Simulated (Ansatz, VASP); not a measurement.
## Two plane-wave programs on Re

The input INCAR:

```
SYSTEM = Re
PREC = Accurate
ENCUT = 600
EDIFF = 1E-7
ISMEAR = -1
SIGMA = 0.05
LREAL = .FALSE.
LASPH = .TRUE.
NELM = 150
ALGO = Normal
ISIF = 3
LWAVE = .FALSE.
LCHARG = .FALSE.
MAGMOM = 0 0 0
LORBIT = 11
LSORBIT = .TRUE.
GGA_COMPAT = .FALSE.
LORBMOM = .TRUE.
LMAXMIX = 4
GGA = CA
IBRION = 2
NSW = 60
EDIFFG = -0.005
```

The input KPOINTS:

```
regular mesh
0
G
  19 19 19
  0 0 0
```

File POSCAR:

```
Re
1.0
   -1.5302737773      1.5302737773      1.5302737773
    1.5302737773     -1.5302737773      1.5302737773
    1.5302737773      1.5302737773     -1.5302737773
Re
1
Direct
    0.0000000000      0.0000000000      0.0000000000
```

Input for Ansatz:

```yaml
crystal:
  lattice:
    - [-1.5302737773, 1.5302737773, 1.5302737773]
    - [1.5302737773, -1.5302737773, 1.5302737773]
    - [1.5302737773, 1.5302737773, -1.5302737773]
  atoms:
    - { symbol: Re, position: [0.0, 0.0, 0.0] }
kpoints:
  mp_grid: { grid: [19, 19, 19] }
scf:
  occupations: { method: fermi_dirac, width: 0.05 }
hamiltonian:
  xc: lda
  pseudopotentials: { kind: paw_fr }
output:
  forces: true
  stress: true
relax:
  f_tol: 0.005
  max_steps: 40
  cell: {}
magnetization:
  noncollinear: true
  spin_orbit: true
```

Alike in both runs: task relaxation of cell and atoms; functional LDA; k mesh 19 × 19 × 19; occupations fermi-dirac, width 0.05 eV; non-collinear spin, spin-orbit coupling.

|  | VASP | Ansatz |
| --- | --- | --- |
| version | VASP 6.6.1 | Ansatz 0.2.0 |
| potentials or method | VASP PAW LDA potentials, release 64 (Re) | PAW with Ansatz's default frozen-core files, fully relativistic files with spin-orbit coupling |
| plane-wave cutoff (eV) | 600 | 420 |
| valence electrons in the cell | 7 | 15 |

|  | VASP | Ansatz | Ansatz less VASP |
| --- | --- | --- | --- |
| net moment per atom (μB) | 0.00 | 0.00 | 0.000 |
| relaxed volume (Å³/atom) | 14.54 | 14.48 | -0.057 |
| relaxed cell length with the largest relative difference (Å) | 2.663 | 2.660 | -0.0035 |

LDA's correlation is that of Perdew and Zunger in VASP and of Perdew and Wang (1992) in Ansatz. VASP's potentials hold 7 valence electrons a cell and Ansatz's 15, so a difference there can come from the potentials and not from the codes.
